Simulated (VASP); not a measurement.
# VO2 (P4_2/mnm) in VASP: notebook

Runs on VO2. Level: PBE+U. Tasks: single point.

Everything below comes from runs of VASP 6.6.1. Logs are shortened: lines on timing, memory, paths and dates and some standing lists are left out, and cuts for length are marked.

### 1 The cell of the first run

The structure is tetragonal, space group P4_2/mnm (No. 136). The conventional cell has a = 4.555 Å, b = 4.555 Å, c = 2.853 Å, α = 90.00°, β = 90.00°, γ = 90.00°. Within 2.5 Å of V (site symmetry mmm) lie 6 O at 1.92 to 1.93 Å. Within 2.6 Å of O (site symmetry m2m) lie 3 V at 1.92 to 1.93 Å and 1 O at 2.58 Å.

### 2 Single point, PBE+U, collinear spin, ferromagnetic start

The input, INCAR:

```
SYSTEM = VO2
ALGO     = Normal         ! electronic algorithm
EDIFF    = 1E-6           ! SCF threshold, eV
ENCUT    = 600            ! plane-wave cutoff, eV
GGA      = PE             ! functional
GGA_COMPAT= .False.      
ISIF     = 2              ! what is computed and relaxed
ISMEAR   = 0              ! smearing method
ISPIN    = 2              ! spin polarisation
LASPH    = .True.         ! aspherical terms in the spheres
LCHARG   = .False.        ! write CHGCAR
LDAU     = .True.         ! DFT+U
LDAUJ    = 0 0          
LDAUL    = 2 -1           ! shell
LDAUPRINT= 1            
LDAUTYPE = 2            
LDAUU    = 2 0            ! U, eV
LMAXMIX  = 4              ! l up to which the mixer works
LORBIT   = 11             ! projections on sites
LREAL    = .False.        ! projectors in reciprocal space
LWAVE    = .False.        ! write WAVECAR
MAGMOM   = 1 1 0 0 0 0    ! initial moments
NBANDS   = 38             ! bands
NELM     = 200            ! most SCF steps
PREC     = Accurate       ! precision mode
SIGMA    = 0.05           ! smearing width, eV
```

The input, KPOINTS:

```
k-points
0
Gamma
  4 4 7
  0 0 0
```

The input, POSCAR:

```
VO2
1.0
    4.5546007500      0.0000000000      0.0000000000
    0.0000000000      4.5546007500      0.0000000000
    0.0000000000      0.0000000000      2.8528004700
V O
2 4
Direct
    0.0000000000      0.0000000000      0.0000000000
    0.5000000000      0.5000000000      0.5000000000
    0.3001000000      0.3001000000      0.0000000000
    0.1999000000      0.8001000000      0.5000000000
    0.6999000000      0.6999000000      0.0000000000
    0.8001000000      0.1999000000      0.5000000000
```

Potentials or basis: VASP PAW PBE potentials, release 64 (V_sv, O).

On the command line:

```bash
cat potpaw_PBE.64/V_sv/POTCAR potpaw_PBE.64/O/POTCAR > POTCAR
mpirun -np 1 vasp_std > vasp.out
```

OUTCAR:

```text
SYSTEM = VO2
   EDIFF = 1E-6
   ENCUT = 600
   GGA = PE
   ISIF = 2
   ISMEAR = 0
   ISPIN = 2
   LASPH = .True.
   LORBIT = 11
   LREAL = .False.
   NELM = 200
   PREC = Accurate

 ion  position               nearest neighbor table
   1  0.000  0.000  0.000-   4 1.92   6 1.92   4 1.92   6 1.92   5 1.93   3 1.93
   2  0.500  0.500  0.500-   3 1.92   5 1.92   3 1.92   5 1.92   4 1.93   6 1.93
   3  0.300  0.300  0.000-   2 1.92   2 1.92   1 1.93
   4  0.200  0.800  0.500-   1 1.92   1 1.92   2 1.93
   5  0.700  0.700  0.000-   2 1.92   2 1.92   1 1.93
   6  0.800  0.200  0.500-   1 1.92   1 1.92   2 1.93

  LATTYP: Found a simple tetragonal cell.
 ALAT       =     4.5546007500
 C/A-ratio  =     0.6263557722

  Lattice vectors:

 A1 = (   4.5546007500,   0.0000000000,   0.0000000000)
 A2 = (   0.0000000000,   4.5546007500,   0.0000000000)
 A3 = (   0.0000000000,   0.0000000000,   2.8528004700)

Analysis of symmetry for initial positions (statically):
=====================================================================
 Subroutine PRICEL returns:
 Original cell was already a primitive cell.

 Routine SETGRP: Setting up the symmetry group for a
 simple tetragonal supercell.

 Subroutine GETGRP returns: Found 16 space group operations
 (whereof  8 operations were pure point group operations)
 out of a pool of 16 trial point group operations.

The static configuration has the point symmetry D_2h.
 The point group associated with its full space group is D_4h.

Analysis of symmetry for dynamics (positions and initial velocities):
=====================================================================
 Subroutine PRICEL returns:
 Original cell was already a primitive cell.

 Routine SETGRP: Setting up the symmetry group for a
 simple tetragonal supercell.

 Subroutine GETGRP returns: Found 16 space group operations
 (whereof  8 operations were pure point group operations)
 out of a pool of 16 trial point group operations.

The dynamic configuration has the point symmetry D_2h.
 The point group associated with its full space group is D_4h.

Analysis of structural, dynamic, and magnetic symmetry:
=====================================================================
 Subroutine PRICEL returns:
 Original cell was already a primitive cell.

 Routine SETGRP: Setting up the symmetry group for a
 simple tetragonal supercell.

 Subroutine GETGRP returns: Found 16 space group operations
 (whereof  8 operations were pure point group operations)
 out of a pool of 16 trial point group operations.

The overall configuration has the point symmetry D_2h.
 The point group associated with its full space group is D_4h.

 Subroutine INISYM returns: Found 16 space group operations
 (whereof  8 operations are pure point group operations),
 and found     1 'primitive' translations

----------------------------------------------------------------------------------------

                                     Primitive cell

  volume of cell :      59.1796

  direct lattice vectors                    reciprocal lattice vectors
     4.554600750  0.000000000  0.000000000     0.219558213  0.000000000  0.000000000
     0.000000000  4.554600750  0.000000000     0.000000000  0.219558213  0.000000000
     0.000000000  0.000000000  2.852800470     0.000000000  0.000000000  0.350532752

[... 158 lines left out ...]
  o =  0.3025  v =  0.0000  0.0000  0.0000  0.0000  0.0000  0.0000 -0.7071 -0.0000  0.7071  0.0000      0.0000  0.0000  0.0000  0.0000  0.0000  0.0000  0.0000  0.0000  0.0000  0.0000
  o =  0.3321  v =  0.0000  0.7071  0.0000  0.7071 -0.0000  0.0000  0.0000  0.0000  0.0000  0.0000      0.0000  0.0000  0.0000  0.0000  0.0000  0.0000  0.0000  0.0000  0.0000  0.0000
  o =  0.3374  v =  0.0000  0.7071  0.0000 -0.7071 -0.0000  0.0000  0.0000  0.0000  0.0000  0.0000      0.0000  0.0000  0.0000  0.0000  0.0000  0.0000  0.0000  0.0000  0.0000  0.0000
  o =  0.3484  v = -0.7575  0.0000  0.6528  0.0000  0.0000  0.0000  0.0000  0.0000  0.0000  0.0000      0.0000  0.0000  0.0000  0.0000  0.0000  0.0000  0.0000  0.0000  0.0000  0.0000
  o =  0.3881  v = -0.0000 -0.0000  0.0000  0.0000 -1.0000  0.0000  0.0000  0.0000  0.0000  0.0000      0.0000  0.0000  0.0000  0.0000  0.0000  0.0000  0.0000  0.0000  0.0000  0.0000
  o =  0.5903  v = -0.6528  0.0000 -0.7575  0.0000  0.0000  0.0000  0.0000  0.0000  0.0000  0.0000      0.0000  0.0000  0.0000  0.0000  0.0000  0.0000  0.0000  0.0000  0.0000  0.0000

atom =   2  type =  1  l = 2

 onsite density matrix

spin component  1

  0.4515  0.0000 -0.1196  0.0000  0.0000
  0.0000  0.3347  0.0000  0.0027  0.0000
 -0.1196  0.0000  0.4872  0.0000  0.0000
  0.0000  0.0027  0.0000  0.3347  0.0000
  0.0000  0.0000  0.0000  0.0000  0.3881

spin component  2

  0.2238  0.0000  0.0903  0.0000  0.0000
  0.0000  0.2078  0.0000  0.0947  0.0000
  0.0903  0.0000  0.1439  0.0000  0.0000
  0.0000  0.0947  0.0000  0.2078  0.0000
  0.0000  0.0000  0.0000  0.0000  0.1109

 occupancies and eigenvectors

  o =  0.0851  v =  0.0000  0.0000  0.0000  0.0000  0.0000  0.5456 -0.0000 -0.8380  0.0000  0.0000      0.0000  0.0000  0.0000  0.0000  0.0000  0.0000  0.0000  0.0000  0.0000  0.0000
  o =  0.1109  v =  0.0000  0.0000  0.0000  0.0000  0.0000 -0.0000 -0.0000  0.0000  0.0000  1.0000      0.0000  0.0000  0.0000  0.0000  0.0000  0.0000  0.0000  0.0000  0.0000  0.0000
  o =  0.1131  v =  0.0000  0.0000  0.0000  0.0000  0.0000  0.0000 -0.7071 -0.0000  0.7071 -0.0000      0.0000  0.0000  0.0000  0.0000  0.0000  0.0000  0.0000  0.0000  0.0000  0.0000
  o =  0.2826  v =  0.0000  0.0000  0.0000  0.0000  0.0000  0.8380  0.0000  0.5456  0.0000  0.0000      0.0000  0.0000  0.0000  0.0000  0.0000  0.0000  0.0000  0.0000  0.0000  0.0000
  o =  0.3025  v =  0.0000  0.0000  0.0000  0.0000  0.0000  0.0000 -0.7071  0.0000 -0.7071 -0.0000      0.0000  0.0000  0.0000  0.0000  0.0000  0.0000  0.0000  0.0000  0.0000  0.0000
  o =  0.3321  v =  0.0000 -0.7071  0.0000  0.7071 -0.0000  0.0000  0.0000  0.0000  0.0000  0.0000      0.0000  0.0000  0.0000  0.0000  0.0000  0.0000  0.0000  0.0000  0.0000  0.0000
  o =  0.3374  v =  0.0000 -0.7071  0.0000 -0.7071 -0.0000  0.0000  0.0000  0.0000  0.0000  0.0000      0.0000  0.0000  0.0000  0.0000  0.0000  0.0000  0.0000  0.0000  0.0000  0.0000
  o =  0.3484  v = -0.7575 -0.0000 -0.6528  0.0000  0.0000  0.0000  0.0000  0.0000  0.0000  0.0000      0.0000  0.0000  0.0000  0.0000  0.0000  0.0000  0.0000  0.0000  0.0000  0.0000
  o =  0.3881  v = -0.0000  0.0000 -0.0000  0.0000 -1.0000  0.0000  0.0000  0.0000  0.0000  0.0000      0.0000  0.0000  0.0000  0.0000  0.0000  0.0000  0.0000  0.0000  0.0000  0.0000
  o =  0.5903  v = -0.6528 -0.0000  0.7575  0.0000  0.0000  0.0000  0.0000  0.0000  0.0000  0.0000      0.0000  0.0000  0.0000  0.0000  0.0000  0.0000  0.0000  0.0000  0.0000  0.0000

 number of electron      49.9999985 magnetization       2.0000092

 Free energy of the ion-electron system (eV)
  ---------------------------------------------------
  ext. energy  EPLUGINS =         0.00000000
  ---------------------------------------------------
  free energy    TOTEN  =       -48.15960400 eV

  energy without entropy =      -48.15732575  energy(sigma->0) =      -48.15846487

 E-fermi :   6.2321     XC(G=0): -11.7605

 val. band max:        6.2164901031   @ k =   0.0000   0.0000   0.4286
 cond. band min:       6.2635357326   @ k =   0.2500   0.0000   0.1429
 fundamental gap:      0.0470456295
 Fermi energy:         6.2321340884

 spin component 1

 k-point     1 :       0.0000    0.0000    0.0000
  band No.  band energies     occupation
      1     -60.0595      1.00000
      2     -60.0504      1.00000
      3     -33.9214      1.00000
      4     -33.9214      1.00000
      5     -33.7942      1.00000
      6     -33.7754      1.00000
[... 949 lines left out ...]
     36      17.0380      0.00000
     37      18.7149      0.00000
 Fermi energy:         6.2321340884

 spin component 2

 k-point     1 :       0.0000    0.0000    0.0000
  band No.  band energies     occupation
      1     -58.8825      1.00000
      2     -58.8728      1.00000
      3     -32.9069      1.00000
      4     -32.9069      1.00000
      5     -32.6354      1.00000
      6     -32.6148      1.00000
[... 949 lines left out ...]
     36      17.1151      0.00000
     37      19.0572      0.00000
 [bands above 37 left out]

------------------------ aborting loop because EDIFF is reached ----------------------------------------

  FORCE on cell =-STRESS in cart. coord.  units (eV):
  Direction    XX          YY          ZZ          XY          YZ          ZX
  --------------------------------------------------------------------------------------
  -------------------------------------------------------------------------------------
  Total        2.1935162      2.1935162      2.7419408      0.0000000      0.0000000      0.0000000
  in kB       59.3853623     59.3853623     74.2329351      0.0000000      0.0000000      0.0000000
  external PRESSURE =      64.3345533 kB  Pullay stress =       0.0000000 kB

 VOLUME and BASIS-vectors are now :
 -----------------------------------------------------------------------------
  energy-cutoff  :      600.00
  volume of cell :       59.18
      direct lattice vectors                 reciprocal lattice vectors
     4.554600750  0.000000000  0.000000000     0.219558213  0.000000000  0.000000000
     0.000000000  4.554600750  0.000000000     0.000000000  0.219558213  0.000000000
     0.000000000  0.000000000  2.852800470     0.000000000  0.000000000  0.350532752

 POSITION                                       TOTAL-FORCE (eV/Angst)
 -----------------------------------------------------------------------------------
      0.00000      0.00000      0.00000         0.000000      0.000000      0.000000
      2.27730      2.27730      1.42640         0.000000      0.000000      0.000000
      1.36684      1.36684      0.00000        -0.226971     -0.226971      0.000000
      0.91046      3.64414      1.42640         0.226971     -0.226971      0.000000
      3.18777      3.18777      0.00000         0.226971      0.226971     -0.000000
      3.64414      0.91046      1.42640        -0.226971      0.226971     -0.000000
 -----------------------------------------------------------------------------------
    total drift:                                0.000000      0.000000      0.000000

  FREE ENERGIE OF THE ION-ELECTRON SYSTEM (eV)
  ---------------------------------------------------
  free  energy   TOTEN  =       -48.1596039963 eV

  energy  without entropy=      -48.1573257451  energy(sigma->0) =      -48.15846487

 total charge

# of ion       s       p       d       tot
------------------------------------------
    1        2.288   6.344   2.855  11.488
    2        2.288   6.344   2.855  11.488
    3        1.569   3.492   0.000   5.061
    4        1.569   3.492   0.000   5.061
    5        1.569   3.492   0.000   5.061
    6        1.569   3.492   0.000   5.061
--------------------------------------------------
tot         10.851  26.656   5.711  43.218

 magnetization (x)

# of ion       s       p       d       tot
------------------------------------------
    1        0.014   0.013   1.099   1.126
    2        0.014   0.013   1.099   1.126
    3       -0.003  -0.083   0.000  -0.086
    4       -0.003  -0.083   0.000  -0.086
    5       -0.003  -0.083   0.000  -0.086
    6       -0.003  -0.083   0.000  -0.086
--------------------------------------------------
tot          0.017  -0.306   2.198   1.910
```

It took 2.1 min on 1 thread of Intel Xeon 6975P-C (Granite Rapids), shared host; peak memory 0.26 GiB.

What came out:

- Free energy: -48.1596 eV
- Pressure: 6.4 GPa
- Largest force: 0.321 eV/Å
- Band gap on the k mesh: zero (filled and empty bands overlap)
- Net moment: 2.00 μB per cell
- Site moments: V +1.13; O -0.09 μB
- Valence electrons inside the program's atomic spheres: V 11.49; O 5.06

Forces on the atoms (eV/Å):
```
V    0.000  0.000  0.000
V    0.000  0.000  0.000
O   -0.227 -0.227  0.000
O    0.227 -0.227  0.000
O    0.227  0.227  0.000
O   -0.227  0.227  0.000
```

Stress tensor (GPa, compression positive):
```
5.94 0.00 0.00
0.00 5.94 0.00
0.00 0.00 7.42
```

Eigenvalues of the final occupation matrices:
| site | spin | trace | eigenvalues |
| --- | --- | --- | --- |
| site 1 d | 1 | 2.00 | 0.33 0.34 0.35 0.39 0.59 |
| site 1 d | 2 | 0.89 | 0.09 0.11 0.11 0.28 0.30 |
| site 2 d | 1 | 2.00 | 0.33 0.34 0.35 0.39 0.59 |
| site 2 d | 2 | 0.89 | 0.09 0.11 0.11 0.28 0.30 |

Caveat: the cell stands under pressure.

### 3 Single point, PBE+U, collinear spin, zero start

The input, INCAR:

```
SYSTEM = VO2
PREC = Accurate
ENCUT = 600
EDIFF = 1E-6
ISMEAR = 0
SIGMA = 0.05
LREAL = .False.
LASPH = .True.
NELM = 200
ALGO = Normal
ISIF = 2
LWAVE = .False.
LCHARG = .False.
ISPIN = 2
MAGMOM = 0 0 0 0 0 0
LORBIT = 11
NUPDOWN = 0.0
LMAXMIX = 4
LDAU = .True.
LDAUTYPE = 2
LDAUL = 2 -1
LDAUU = 2 0
LDAUJ = 0 0
LDAUPRINT = 1
GGA = PE
NBANDS = 38
GGA_COMPAT = .False.
```

The input, KPOINTS:

```
regular mesh
0
Gamma
  4 4 7
  0 0 0
```

POSCAR is that of step 2.

Potentials or basis: VASP PAW PBE potentials, release 64 (V_sv, O).

On the command line:

```bash
cat potpaw_PBE.64/V_sv/POTCAR potpaw_PBE.64/O/POTCAR > POTCAR
mpirun -np 1 vasp_std > vasp.out
```

Run time: 52 s. Hardware: 1 thread of Intel Xeon 6975P-C (Granite Rapids), shared host; peak memory 0.25 GiB.

The run converged. Its results:

| Property | Result |
| --- | --- |
| Free energy | -47.6539 eV |
| Pressure | 3.0 GPa |
| Largest force | 0.065 eV/Å |
| Net moment | 0.00 μB per cell |
| Valence electrons inside the program's atomic spheres | V 11.49; O 5.05 |

Forces in eV/Å, atoms in the order of the input:
```
V    0.000  0.000  0.000
V    0.000  0.000  0.000
O    0.046  0.046  0.000
O   -0.046  0.046  0.000
O   -0.046 -0.046  0.000
O    0.046 -0.046  0.000
```

Stress tensor (GPa, compression positive):
```
 5.46  0.00  0.00
 0.00  5.46  0.00
 0.00  0.00 -1.95
```

Eigenvalues of the final occupation matrices:
```tsv
site	spin	trace	eigenvalues
site 1 d	1	1.45	0.23 0.25 0.32 0.32 0.32
site 1 d	2	1.45	0.22 0.25 0.32 0.32 0.33
site 2 d	1	1.45	0.23 0.25 0.32 0.32 0.32
site 2 d	2	1.45	0.22 0.25 0.32 0.32 0.33
```

Caveat: the stress differs along the axes, from -2 to 5 GPa; the total moment is fixed, so each spin has its own Fermi level.

The gap in the log of VASP goes by the Fermi energy; the results here count the filled bands.